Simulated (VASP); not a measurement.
Runs of VASP 6.6.1 on InSb. Symmetry: F-43m, No. 216, cubic system. The conventional cell has a = 6.556 Å, b = 6.556 Å, c = 6.556 Å, α = 90.00°, β = 90.00°, γ = 90.00°. In (site symmetry -43m) has 4 Sb at 2.84 Å within 3.7 Å. Within 3.7 Å of Sb (site symmetry -43m) lie 4 In at 2.84 Å. 

```tsv
cell	gap on the mesh (eV)	pressure (GPa)
relaxed to 10 GPa	1.01	10.0
relaxed to 7 GPa	(a)	7.0
relaxed to 4 GPa	0.49	4.0
relaxed to 2 GPa	0.27	2.0
```

Alike in all rows: task relaxation of cell and atoms; level r2SCAN; potentials or basis VASP PAW PBE potentials, release 64 (In_d, Sb); no spin polarisation; k mesh 12 × 12 × 12; cutoff (eV) 600; smearing fermi-dirac 0.1 eV.

Q: Estimate the missing entries.

A: (a) 0.77.

Caveats: the cell is relaxed towards a set pressure, so the run minimises the enthalpy, not the energy; the PAW data sets were made with another functional, which shifts forces and pressure a little; spin-orbit coupling is left out, which moves the levels of the heavy elements; semilocal functionals underestimate gaps, and a narrow one can read as zero (at least some runs).

A k mesh can miss the band edges, and the runs leave out spin-orbit coupling on In, Sb.
